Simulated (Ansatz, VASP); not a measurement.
Te2Mo: VASP beside Ansatz

```
Te Mo
1.0
     3.26210    0.00000    0.00000
    -1.63105    2.82506    0.00000
     0.00000    0.00000   20.87358
Te Mo
2 1
Direct
  0.33333 0.66667 0.89786
  0.33333 0.66667 0.10214
  0.00000 0.00000 0.00000
```

Alike in both runs: task single point; functional r2SCAN; k mesh 12 × 12 × 2; occupations gaussian, width 0.05 eV; no spin polarisation.

|  | VASP | Ansatz |
| --- | --- | --- |
| version | VASP 6.6.1 | Ansatz 0.2.0 |
| potentials or method | VASP PAW PBE potentials, release 64 (Te, Mo_sv), cutoff 520 eV | scalar-relativistic, plane waves, PAW |
| valence electrons in the cell | 26 | 46 |

Ansatz gave:

- gap on the k mesh at the Fermi level (eV): none
- rms of the force components (eV/Å): 0.989

Problem. Estimate VASP's values.

Solution. gap on the k mesh at the Fermi level (eV): none; rms of the force components (eV/Å): 0.982.

VASP's potentials were made for PBE, not for r2SCAN. Atom by atom the forces differ by 0.007 eV/Å (rms over components). A gap of «none» marks a metal or a gap that the smearing closes. VASP's potentials hold 26 valence electrons a cell and Ansatz's 46, so a difference there can come from the potentials and not from the codes. Ansatz's warnings: xc potential rough in thin density.

Neither program's run includes spin-orbit coupling.
